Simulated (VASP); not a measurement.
A run of VASP 6.6.1 is set up as follows.

The input INCAR:

```
PREC     = Accurate       # precision mode
ENCUT    = 600            # plane-wave cutoff, eV
EDIFF    = 1E-6           # SCF threshold, eV
ISMEAR   = -1             # smearing method
SIGMA    = 0.06122561905347299 # smearing width, eV
LREAL    = False          # projectors in reciprocal space
LASPH    = True           # aspherical terms in the spheres
NELM     = 120            # most SCF steps
ALGO     = Normal         # electronic algorithm
ISIF     = 2              # what is computed and relaxed
LWAVE    = False          # write WAVECAR
LCHARG   = True           # write CHGCAR
GGA      = PE             # functional
LELF     = True           # ELF
LVHAR    = True         
NBANDS   = 18             # bands
GGA_COMPAT= False
```

Contents of KPOINTS:

```
regular mesh
0
Gamma
  14 14 14
```

File POSCAR:

```
MgO3
1.0
    3.8800037971      0.0000000000      0.0000000000
    0.0000000000      3.8800037971      0.0000000000
    0.0000000000      0.0000000000      3.8800037971
Mg O
1 3
Direct
    0.0000000000      0.0000000000      0.0000000000
    0.5000000000      0.0000000000      0.0000000000
    0.0000000000      0.5000000000      0.0000000000
    0.0000000000      0.0000000000      0.5000000000
```

Potentials or basis: VASP PAW PBE potentials, release 64 (Mg, O).

Launch:

```bash
$ cat potpaw_PBE.64/Mg/POTCAR potpaw_PBE.64/O/POTCAR > POTCAR
$ mpirun -np 1 vasp_std > vasp.out
```

Task: Estimate the pressure.

Result: 3.8 GPa.

Task: Predict the band gap on the k mesh.

Result: Zero (band 10 reaches -1.91 eV, above the bottom of band 11 at -3.14 eV).
